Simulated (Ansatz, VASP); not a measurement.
# CuSiRu: VASP beside Ansatz

The input INCAR:

```
ALGO     = Normal         # electronic algorithm
EDIFF    = 1E-7           # SCF threshold, eV
ENCUT    = 520            # plane-wave cutoff, eV
GGA      = PE             # functional
ISIF     = 2              # what is computed and relaxed
ISMEAR   = -1             # smearing method
LASPH    = True           # aspherical terms in the spheres
LCHARG   = False          # write CHGCAR
LREAL    = False          # projectors in reciprocal space
LWAVE    = False          # write WAVECAR
NBANDS   = 38             # bands
NELM     = 60             # most SCF steps
PREC     = Accurate       # precision mode
SIGMA    = 0.1            # smearing width, eV
```

KPOINTS

```
k-points
0
Gamma
  5 5 3
```

The input POSCAR:

```
CuSiRu
1.0
    3.7150350000      0.0000000000      0.0000000000
    0.0000000000      3.7150350000      0.0000000000
    0.0000000000      0.0000000000      5.8632210000
Ru Si Cu
2 2 2
Direct
    0.7500000000      0.2500000000      0.0000000000
    0.2500000000      0.7500000000      0.0000000000
    0.2500000000      0.2500000000      0.1750000000
    0.7500000000      0.7500000000      0.8250000000
    0.2500000000      0.2500000000      0.6790000000
    0.7500000000      0.7500000000      0.3210000000
```

Input for Ansatz:

```yaml
crystal:
  lattice:
    - [3.715035, 0.0, 0.0]
    - [0.0, 3.715035, 0.0]
    - [0.0, 0.0, 5.863221]
  atoms:
    - { symbol: Ru, position: [0.75, 0.25, 0.0] }
    - { symbol: Ru, position: [0.25, 0.75, 0.0] }
    - { symbol: Si, position: [0.25, 0.25, 0.175] }
    - { symbol: Si, position: [0.75, 0.75, 0.825] }
    - { symbol: Cu, position: [0.25, 0.25, 0.679] }
    - { symbol: Cu, position: [0.75, 0.75, 0.321] }
  symmetry: { tolerance: 0.0003 }
kpoints:
  mp_grid: { grid: [5, 5, 3], shift: [0, 0, 0] }
magnetization:
  spin_polarized: false
scf:
  occupations: { method: fermi_dirac }
hamiltonian:
  pseudopotentials: { kind: paw }
  xc: pbe
basis:
  ecutwfc: 420
output:
  forces: true
  stress: true
  eigenvalues: true
```

Alike in both runs: task single point; functional PBE; k mesh 5 × 5 × 3; no spin polarisation.

|  | VASP | Ansatz |
| --- | --- | --- |
| version | VASP 6.6.1 | Ansatz 0.2.0 |
| potentials or method | VASP PAW PBE potentials, release 64 (Ru_pv, Si, Cu), cutoff 520 eV | PAW plane waves |
| occupations | fermi-dirac, width 0.1 eV | fermi-dirac |
| valence electrons in the cell | 58 | 78 |

VASP gave:

```
gap on the k mesh at the Fermi level (eV) : none
rms of the force components (eV/Å)        : 2.689
```

**Question.** Which values does Ansatz return?

**Answer.** gap on the k mesh at the Fermi level (eV): none; rms of the force components (eV/Å): 2.670.

Atom by atom the forces differ by 0.019 eV/Å (rms over components). A gap of «none» marks a metal or a gap that the smearing closes. VASP's potentials hold 58 valence electrons a cell and Ansatz's 78, so a difference there can come from the potentials and not from the codes.
